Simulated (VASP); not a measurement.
# Sn in VASP: settings compared, part 2 of 2

VASP 6.6.1. The steps go on from the part before.

## Step 3: Single point, PBE

File INCAR:

```
  PREC = Accurate
  ENCUT = 520
  EDIFF = 1E-6
  ISMEAR = -1
  SIGMA = 0.05
  LREAL = False
  LASPH = True
  NELM = 80
  ALGO = Fast
  ISIF = 2
  LWAVE = False
  LCHARG = False
  GGA = PE
  NBANDS = 21
```

File KPOINTS:

```
regular mesh
0
Gamma
  8 8 8
```

File POSCAR:

```
Sn
1.0
   -2.9107390507      2.9107390507      1.5993019889
    2.9107390507     -2.9107390507      1.5993019889
    2.9695418599      2.9695418599     -1.5993019889
Sn
2
Direct
    0.0000000000      0.0000000000      0.0000000000
    0.7500000000      0.2500000000      0.5000000000
```

Potentials or basis: VASP PAW PBE potentials, release 64 (Sn_d).

Started as:

```console
> cat potpaw_PBE.64/Sn_d/POTCAR > POTCAR
> mpirun -np 1 vasp_std > vasp.out
```

OUTCAR:

```text
PREC = Accurate
   ENCUT = 520
   EDIFF = 1E-6
   ISMEAR = -1
   LREAL = False
   LASPH = True
   NELM = 80
   ISIF = 2
   GGA = PE

 ion  position               nearest neighbor table
   1  0.000  0.000  0.000-   2 3.05   2 3.05   2 3.05   2 3.05
   2  0.750  0.250  0.500-   1 3.05   1 3.05   1 3.05   1 3.05

  LATTYP: Found a face centered orthorhombic cell.
 ALAT       =     3.1986039778
 B/A-ratio  =     2.5738770230
 C/A-ratio  =     2.6258745387

  Lattice vectors:

 A1 = (   5.8802809106,   0.0588028092,   0.0000000000)
 A2 = (   2.9695418599,   2.9695418599,   1.5993019889)
 A3 = (   2.9107390507,  -2.9107390507,   1.5993019889)

Analysis of symmetry for initial positions (statically):
=====================================================================
 Subroutine PRICEL returns:
 Original cell was already a primitive cell.

 Routine SETGRP: Setting up the symmetry group for a
 face centered orthorhombic supercell.

 Subroutine GETGRP returns: Found  8 space group operations
 (whereof  4 operations were pure point group operations)
 out of a pool of  8 trial point group operations.

The static configuration has the point symmetry D_2 .
 The point group associated with its full space group is D_2h.

Analysis of symmetry for dynamics (positions and initial velocities):
=====================================================================
 Subroutine PRICEL returns:
 Original cell was already a primitive cell.

 Routine SETGRP: Setting up the symmetry group for a
 face centered orthorhombic supercell.

 Subroutine GETGRP returns: Found  8 space group operations
 (whereof  4 operations were pure point group operations)
 out of a pool of  8 trial point group operations.

The dynamic configuration has the point symmetry D_2 .
 The point group associated with its full space group is D_2h.

 Subroutine INISYM returns: Found  8 space group operations
 (whereof  4 operations are pure point group operations),
 and found     1 'primitive' translations

[... 113 lines left out ...]
     AMIX     =   0.40;   BMIX     =  1.00
     AMIX_MAG =   1.60;   BMIX_MAG =  1.00
  volume/ion in A,a.u.               =      27.65       186.57
  Fermi-wavevector in a.u.,A,eV,Ry     =   1.304868  2.465842 23.166360  1.702679
  Thomas-Fermi vector in A             =   2.435775
   LORBIT       =      0    0 simple, 1 ext, 2 COOP (PROOUT), +10 PAW based schemes
   GGA     = PE    functional components
   LHFCALC =     F    Hartree Fock is set to
   AEXX    =    0.0000 exact exchange contribution
   IVDW    =     0    specifies the selected vdW correction
   LEPSILON=     F    determine dielectric tensor
   LRPA    =     F    only Hartree local field effects (RPA)
 non-spin polarized calculation
 RMM-DIIS sequential band-by-band and
  energy-cutoff  :      520.00
  volume of cell :       55.29
 maximum number of plane-waves:      1506
 NGX is ok and might be reduce to    36
   NGX = 17   NGY = 17   NGZ = 17

 number of electron      27.9999995 magnetization

 Free energy of the ion-electron system (eV)
  ---------------------------------------------------
  ext. energy  EPLUGINS =         0.00000000
  ---------------------------------------------------
  free energy    TOTEN  =        -7.59188158 eV

  energy without entropy =       -7.58130097  energy(sigma->0) =       -7.58659128

 E-fermi :   7.7211     XC(G=0): -10.2177

 val. band max:        7.7116507893   @ k =   0.3750   0.3750   0.1250
 cond. band min:       7.7238137128   @ k =  -0.2500   0.5000   0.1250
 fundamental gap:      0.0121629235
 Fermi energy:         7.7211352843

 k-point     1 :       0.0000    0.0000    0.0000
  band No.  band energies     occupation
      1     -13.8842      2.00000
      2     -13.8030      2.00000
      3     -13.7645      2.00000
      4     -13.7502      2.00000
      5     -13.6103      2.00000
      6     -13.6095      2.00000
[... 565 lines left out ...]
     20      15.8014      0.00000
     21      15.9808      0.00000

 [... further k-points ...]

------------------------ aborting loop because EDIFF is reached ----------------------------------------

  FORCE on cell =-STRESS in cart. coord.  units (eV):
  Direction    XX          YY          ZZ          XY          YZ          ZX
  --------------------------------------------------------------------------------------
  -------------------------------------------------------------------------------------
  Total        0.3394632      0.3394632      0.7764380     -0.1628744      0.0000000      0.0000000
  in kB        9.8360353      9.8360353     22.4974950     -4.7193289      0.0000000      0.0000000
  external PRESSURE =      14.0565219 kB  Pullay stress =       0.0000000 kB

 VOLUME and BASIS-vectors are now :
 -----------------------------------------------------------------------------
  energy-cutoff  :      520.00
  volume of cell :       55.29
      direct lattice vectors                 reciprocal lattice vectors
    -2.910739051  2.910739051  1.599301989    -0.001700769  0.170076910  0.312636390
     2.910739051 -2.910739051  1.599301989     0.170076910 -0.001700769  0.312636390
     2.969541860  2.969541860 -1.599301989     0.168376141  0.168376141  0.000000000

 POSITION                                       TOTAL-FORCE (eV/Angst)
 -----------------------------------------------------------------------------------
      0.00000      0.00000      0.00000        -0.000000      0.000000     -0.000000
      0.02940      2.94014      0.79965         0.000000     -0.000000      0.000000
 -----------------------------------------------------------------------------------
    total drift:                               -0.000000      0.000000     -0.000000

  FREE ENERGIE OF THE ION-ELECTRON SYSTEM (eV)
  ---------------------------------------------------
  free  energy   TOTEN  =        -7.5918815756 eV

  energy  without entropy=       -7.5813009745  energy(sigma->0) =       -7.58659128
```

stdout:

```text
POSCAR found type information on POSCAR Sn
 POSCAR found :  1 types and       2 ions
 scaLAPACK will be used
 LDA part: xc-table for (Slater+PW92), standard interpolation
 POSCAR, INCAR and KPOINTS ok, starting setup
 FFT: planning ... GRIDC
 FFT: planning ... GRID_SOFT
 FFT: planning ... GRID
 WAVECAR not read
 entering main loop
WARNING in EDDRMM: call to ZHEGV failed, returncode =   6  3     19
```

It took 3 min on 1 thread of Intel Xeon 8259CL, shared host; peak memory 0.26 GiB.

Results:

- Free energy: -7.5919 eV
- Pressure: 1.4 GPa
- Band gap on the k mesh: zero (bands 14 and 15 overlap by 3.59 eV)

Stress tensor (GPa, compression positive):
```
 0.98 -0.47  0.00
-0.47  0.98  0.00
 0.00  0.00  2.25
```

Caveat: spin-orbit coupling is left out, which moves the levels of the heavy elements.

## Step 4: Single point, PBEsol-based screened hybrid with 25 % exact exchange

File POSCAR:

```
Sn
1.0
   -2.9401404553      2.9401404553      1.5993019889
    2.9401404553     -2.9401404553      1.5993019889
    2.9401404553      2.9401404553     -1.5993019889
Sn
2
Direct
    0.0000000000      0.0000000000      0.0000000000
    0.7500000000      0.2500000000      0.5000000000
```

File INCAR.step1:

```
SYSTEM = Sn
PREC     = Accurate       ! precision mode
ENCUT    = 520            ! plane-wave cutoff, eV
EDIFF    = 1E-5           ! SCF threshold, eV
ISMEAR   = -1             ! smearing method
SIGMA    = 0.05           ! smearing width, eV
LREAL    = .False.        ! projectors in reciprocal space
LASPH    = .True.         ! aspherical terms in the spheres
NELM     = 100            ! most SCF steps
ALGO     = Normal         ! electronic algorithm
ISIF     = 2              ! what is computed and relaxed
LWAVE    = .True.         ! write WAVECAR
LCHARG   = .False.        ! write CHGCAR
NBANDS   = 21             ! bands
GGA      = PE             ! functional
```

File INCAR.step2:

```
SYSTEM = Sn
PREC     = Accurate       ! precision mode
ENCUT    = 520            ! plane-wave cutoff, eV
EDIFF    = 1E-7           ! SCF threshold, eV
ISMEAR   = -1             ! smearing method
SIGMA    = 0.05           ! smearing width, eV
LREAL    = .False.        ! projectors in reciprocal space
LASPH    = .True.         ! aspherical terms in the spheres
NELM     = 100            ! most SCF steps
ALGO     = Normal         ! electronic algorithm
ISIF     = 2              ! what is computed and relaxed
LWAVE    = .False.        ! write WAVECAR
LCHARG   = .False.        ! write CHGCAR
GGA      = PS             ! functional
LHFCALC  = .True.         ! exact exchange
AEXX     = 0.25           ! exact-exchange fraction
HFSCREEN = 0.207          ! screening, 1/A
PRECFOCK = Normal       
NBANDS   = 21             ! bands
ISTART   = 1
```

File KPOINTS:

```
regular mesh
0
Gamma
  5 5 5
  0 0 0
```

Started as:

```console
> cat potpaw_PBE.64/Sn_d/POTCAR > POTCAR
> cp INCAR.step1 INCAR
> mpirun -np 1 vasp_std > vasp.out
> cp INCAR.step2 INCAR
> mpirun -np 1 vasp_std > vasp.out
```

Run time: 1.8 h. Hardware: 1 thread of AMD EPYC 7R13 (Zen 3), shared host; peak memory 0.3 GiB.

It converged, with:

```
Free energy            : -9.4356 eV
Pressure               : -1.9 GPa
Band gap on the k mesh : zero (bands 14 and 15 overlap by 2.79 eV)
```

Stress tensor (GPa, compression positive):
```
 0.18  0.00  0.00
 0.00  0.18  0.00
 0.00  0.00 -6.18
```

Levels at points of the mesh, in eV from the Fermi level:
```csv
k point,band 11,band 12,band 13,band 14,band 15,band 16,band 17,band 18
"(0.00, 0.00, 0.00)",-12.30,-3.92,-2.17,-2.17,3.34,6.89,6.89,7.56
```

Caveat: the k points lie up to 0.45 Å⁻¹ apart, too coarse for converged energies and pressures of a metal; the PAW data sets were made with another functional, which shifts forces and pressure a little; spin-orbit coupling is left out, which moves the levels of the heavy elements.

## Step 5: Overview

| level | cell | k mesh | grid for exact exchange (PRECFOCK) | share of exact exchange | screening parameter | gap on the mesh (eV) | pressure (GPa) |
| --- | --- | --- | --- | --- | --- | --- | --- |
| PBE | a = 4.436, b = 4.436, c = 4.474 Å, angles 97.4, 97.4, 137.7°, 2 atoms | 8 × 8 × 8 | - | - | - | none | 1.4 |
| PBE | a = 4.416, b = 4.416, c = 4.494 Å, angles 97.4, 97.4, 137.5°, 2 atoms | 8 × 8 × 8 | - | - | - | none | 1.4 |
| PBEsol-based screened hybrid with 25 % exact exchange | a = 4.455 Å, angles 97.4, 97.4, 137.9°, 2 atoms | 5 × 5 × 5 | Normal | 0.25 | 0.207 1/Å | none | -1.9 |

Alike in all rows: task single point; potentials or basis VASP PAW PBE potentials, release 64 (Sn_d); no spin polarisation; cutoff (eV) 520; smearing fermi-dirac 0.05 eV.

Caveats: some runs use coarse meshes; spin-orbit coupling is left out, which moves the levels of the heavy elements; the PAW data sets were made with another functional, which shifts forces and pressure a little (at least some runs).

Total energies depend on the potentials used, so only differences within one code and one set of settings carry meaning.
